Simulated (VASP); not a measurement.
# MnS (Fm-3m) in VASP: notebook, part 2 of 2

VASP 6.6.1. Earlier steps stand in the parts before.

## 4. Single point, PBE, collinear spin, antiferromagnetic start

The input, INCAR:

```
SYSTEM = MnS
ALGO = Normal
EDIFF = 1E-6
ENCUT = 520
GGA = PE
ISIF = 2
ISMEAR = -1
ISPIN = 2
LASPH = .True.
LCHARG = .False.
LMAXMIX = 4
LORBIT = 11
LREAL = .False.
LWAVE = .False.
MAGMOM = 4.5 -4.5 0 0
NBANDS = 31
NELM = 150
PREC = Accurate
SIGMA = 0.05
```

The input, KPOINTS:

```
k-points
0
Gamma
  3 6 6
  0 0 0
```

The input, POSCAR:

```
MnS
1.0
    0.0000000000      5.2245000000      5.2245000000
    2.6122500000      0.0000000000      2.6122500000
    2.6122500000      2.6122500000      0.0000000000
Mn S
2 2
Direct
    0.0000000000      0.0000000000      0.0000000000
    0.5000000000      0.0000000000      0.0000000000
    0.2500000000      0.5000000000      0.5000000000
    0.7500000000      0.5000000000      0.5000000000
```

Potentials or basis: VASP PAW PBE potentials, release 64 (Mn_pv, S).

Launch:

```sh
$ cat potpaw_PBE.64/Mn_pv/POTCAR potpaw_PBE.64/S/POTCAR > POTCAR
$ mpirun -np 1 vasp_std > vasp.out
```

OUTCAR:

```text
SYSTEM = MnS
   EDIFF = 1E-6
   ENCUT = 520
   GGA = PE
   ISIF = 2
   ISMEAR = -1
   ISPIN = 2
   LASPH = .True.
   LORBIT = 11
   LREAL = .False.
   NELM = 150
   PREC = Accurate

 ion  position               nearest neighbor table
   1  0.000  0.000  0.000-   4 2.61   3 2.61   4 2.61   3 2.61   4 2.61   3 2.61
   2  0.500  0.000  0.000-   3 2.61   3 2.61   4 2.61   3 2.61   4 2.61   4 2.61
   3  0.250  0.500  0.500-   1 2.61   1 2.61   2 2.61   1 2.61   2 2.61   2 2.61
   4  0.750  0.500  0.500-   2 2.61   1 2.61   2 2.61   1 2.61   2 2.61   1 2.61

  LATTYP: Found a trigonal (rhomboedric) cell.
 ALAT       =     6.3986795806
 COS(alpha) =     0.8333333333

  Lattice vectors:

 A1 = (   2.6122500000,  -2.6122500000,  -5.2245000000)
 A2 = (   5.2245000000,  -2.6122500000,  -2.6122500000)
 A3 = (   2.6122500000,  -5.2245000000,  -2.6122500000)

Analysis of symmetry for initial positions (statically):
=====================================================================
[... 1329 lines left out ...]
  FORCE on cell =-STRESS in cart. coord.  units (eV):
  Direction    XX          YY          ZZ          XY          YZ          ZX
  --------------------------------------------------------------------------------------
  -------------------------------------------------------------------------------------
  Total       -1.6594566     -1.6594566     -1.6594566      0.0981848     -0.0981848      0.0981848
  in kB      -37.2882739    -37.2882739    -37.2882739      2.2062288     -2.2062288      2.2062288
  external PRESSURE =     -37.2882739 kB  Pullay stress =       0.0000000 kB

 VOLUME and BASIS-vectors are now :
 -----------------------------------------------------------------------------
  energy-cutoff  :      520.00
  volume of cell :       71.30
      direct lattice vectors                 reciprocal lattice vectors
     0.000000000  5.224500000  5.224500000    -0.095702938  0.095702938  0.095702938
     2.612250000  0.000000000  2.612250000     0.191405876 -0.191405876  0.191405876
     2.612250000  2.612250000  0.000000000     0.191405876  0.191405876 -0.191405876

 POSITION                                       TOTAL-FORCE (eV/Angst)
 -----------------------------------------------------------------------------------
      0.00000      0.00000      0.00000         0.000000      0.000000      0.000000
      0.00000      2.61225      2.61225        -0.000000     -0.000000     -0.000000
      2.61225      2.61225      2.61225         0.000000      0.000000      0.000000
      2.61225      5.22450      5.22450         0.000000      0.000000      0.000000
 -----------------------------------------------------------------------------------
    total drift:                                0.000000      0.000000     -0.000000

  FREE ENERGIE OF THE ION-ELECTRON SYSTEM (eV)
  ---------------------------------------------------
  free  energy   TOTEN  =       -28.3891945976 eV

  energy  without entropy=      -28.3891919824  energy(sigma->0) =      -28.38919329

 total charge

# of ion       s       p       d       tot
------------------------------------------
    1        0.207   6.154   4.945  11.306
    2        0.207   6.154   4.945  11.306
    3        1.326   2.404   0.000   3.729
    4        1.326   2.404   0.000   3.729
--------------------------------------------------
tot          3.066  17.116   9.890  30.072

 magnetization (x)

# of ion       s       p       d       tot
------------------------------------------
    1        0.019   0.015   4.176   4.210
    2       -0.019  -0.015  -4.176  -4.210
    3        0.000   0.000   0.000   0.000
    4        0.000   0.000   0.000   0.000
--------------------------------------------------
tot          0.000   0.000   0.000   0.000
```

OSZICAR:

```text
N       E                     dE             d eps       ncg     rms          rms(c)
DAV:   1     0.383804417073E+03    0.38380E+03   -0.20499E+04  2072   0.132E+03
DAV:   2    -0.344863678306E+01   -0.38725E+03   -0.36816E+03  2033   0.385E+02
DAV:   3    -0.300581847081E+02   -0.26610E+02   -0.26127E+02  2387   0.108E+02
DAV:   4    -0.306499141912E+02   -0.59173E+00   -0.59061E+00  2279   0.161E+01
DAV:   5    -0.306606561064E+02   -0.10742E-01   -0.10741E-01  2376   0.240E+00    0.151E+01
DAV:   6    -0.283208616100E+02    0.23398E+01   -0.10880E+01  2121   0.333E+01    0.138E+01
DAV:   7    -0.283873643848E+02   -0.66503E-01   -0.18287E+00  2117   0.124E+01    0.842E+00
DAV:   8    -0.283948952236E+02   -0.75308E-02   -0.12392E-01  2448   0.263E+00    0.432E+00
DAV:   9    -0.283872950185E+02    0.76002E-02   -0.24484E-02  2159   0.151E+00    0.438E-01
DAV:  10    -0.283888864240E+02   -0.15914E-02   -0.50718E-03  2180   0.469E-01    0.215E-01
DAV:  11    -0.283890718536E+02   -0.18543E-03   -0.23022E-04  2271   0.974E-02    0.132E-01
DAV:  12    -0.283891600964E+02   -0.88243E-04   -0.16380E-04  2117   0.626E-02    0.931E-02
DAV:  13    -0.283891936116E+02   -0.33515E-04   -0.28374E-05  2187   0.338E-02    0.319E-02
DAV:  14    -0.283891940816E+02   -0.46999E-06   -0.20375E-05  2257   0.236E-02    0.111E-02
DAV:  15    -0.283891945976E+02   -0.51599E-06   -0.14734E-06  1755   0.692E-03
   1 F= -.28389195E+02 E0= -.28389193E+02  d E =-.261518E-05  mag=     0.0000
```

stdout:

```text
POSCAR found type information on POSCAR MnS
 POSCAR found :  2 types and       4 ions
 scaLAPACK will be used
 LDA part: xc-table for (Slater+PW92), standard interpolation
 -----------------------------------------------------------------------------
|                                                                             |
|           W    W    AA    RRRRR   N    N  II  N    N   GGGG   !!!           |
|           W    W   A  A   R    R  NN   N  II  NN   N  G    G  !!!           |
|           W    W  A    A  R    R  N N  N  II  N N  N  G       !!!           |
|           W WW W  AAAAAA  RRRRR   N  N N  II  N  N N  G  GGG   !            |
|           WW  WW  A    A  R   R   N   NN  II  N   NN  G    G                |
|           W    W  A    A  R    R  N    N  II  N    N   GGGG   !!!           |
|                                                                             |
|     Your reciprocal lattice and k-lattice belong to different lattice       |
|     classes:                                                                |
|                                                                             |
|        The reciprocal lattice is rhombohedral (trigonal),                   |
|        whereas your k-lattice is body-centered cubic.                       |
|                                                                             |
|     Results are often still useful ...                                      |
|                                                                             |
 -----------------------------------------------------------------------------

 POSCAR, INCAR and KPOINTS ok, starting setup
 FFT: planning ... GRIDC
 FFT: planning ... GRID_SOFT
 FFT: planning ... GRID
 WAVECAR not read
 entering main loop
```

Wall time 81 s (1 thread of Intel Xeon Platinum 8488C (Sapphire Rapids), shared host); peak memory 0.24 GiB.

Results:

```
Free energy                                           : -28.3892 eV
Pressure                                              : -3.7 GPa
Band gap on the k mesh                                : 1.10 eV
Net moment                                            : 0.00 μB per cell
Site moments                                          : Mn +4.21, -4.21; S +0.00 μB
Valence electrons inside the program's atomic spheres : Mn 11.31; S 3.73
```

Levels at points of the mesh, in eV from the valence-band top:
Spin up:
```
           k point  band 16  band 17  band 18  band 19  band 20  band 21  band 22  band 23
(0.00, 0.00, 0.00)    -1.09    -1.08    -0.96    -0.96     1.55     1.55     1.64     2.82
(0.00, 0.50, 0.00)    -2.09    -1.92    -0.72    -0.27     1.10     2.10     2.13     2.23
```
Spin down:
| k point | band 15 | band 16 | band 17 | band 18 | band 19 | band 20 | band 21 | band 22 | band 23 | band 24 |
| --- | --- | --- | --- | --- | --- | --- | --- | --- | --- | --- |
| (0.00, 0.00, 0.00) | -1.09 | -1.09 | -1.08 | -0.96 | -0.96 | 1.55 | 1.55 | 1.64 | 2.82 | 2.95 |
| (0.00, 0.50, 0.00) | -2.63 | -2.09 | -1.92 | -0.72 | -0.27 | 1.10 | 2.10 | 2.13 | 2.23 | 3.09 |

A k mesh can miss the band edges.

## 5. The runs side by side

```csv
spin,gap on the mesh (eV),pressure (GPa),moment (μB)
"collinear, ferromagnetic start",none,-4.1,9.35
collinear,none,-4.1,9.35
"collinear, antiferromagnetic start",1.10,-3.7,0.00
```

Alike in all rows: task single point; level PBE; potentials or basis VASP PAW PBE potentials, release 64 (Mn_pv, S); cell as given; k mesh 3 × 6 × 6; cutoff (eV) 520; smearing fermi-dirac 0.05 eV.

On the cell as given the gap runs from zero (PBE) to 1.10 eV (PBE).

Caveats: semilocal functionals often make such compounds metallic where correlation or magnetic order opens a gap, which also shifts bond lengths (some runs).

Total energies depend on the potentials used, so only differences within one code and one set of settings carry meaning.
